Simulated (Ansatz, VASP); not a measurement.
Ge: VASP beside Ansatz

```
Ge
1.0
     4.00068    0.00000    0.00000
     2.00034    3.46469    0.00000
     2.00034    1.15490    3.26654
Ge
2
Direct
  0.00000 0.00000 0.00000
  0.25000 0.25000 0.25000
```

Alike in both runs: task relaxation of cell and atoms; functional revPBE; dispersion D3(BJ); k mesh 6 × 6 × 6; no spin polarisation.

|  | VASP | Ansatz |
| --- | --- | --- |
| version | VASP 6.6.1 | Ansatz 0.2.0 |
| potentials or method | VASP PAW PBE potentials, release 64 (Ge_d) | plane waves, PAW |
| plane-wave cutoff (eV) | 500 | 420 |
| occupations | gaussian, width 0.01 eV | fixed |
| valence electrons in the cell | 28 | 28 |

VASP gave:

| Quantity | Value |
| --- | --- |
| relaxed volume (Å³/atom) | 22.78 |
| relaxed cell length with the largest relative difference (Å) | 4.009 |

Problem. Which values does Ansatz return?

Solution. Relaxed volume (Å³/atom): 22.84; relaxed cell length with the largest relative difference (Å): 4.013.

VASP's potentials were made for PBE, not for revPBE.
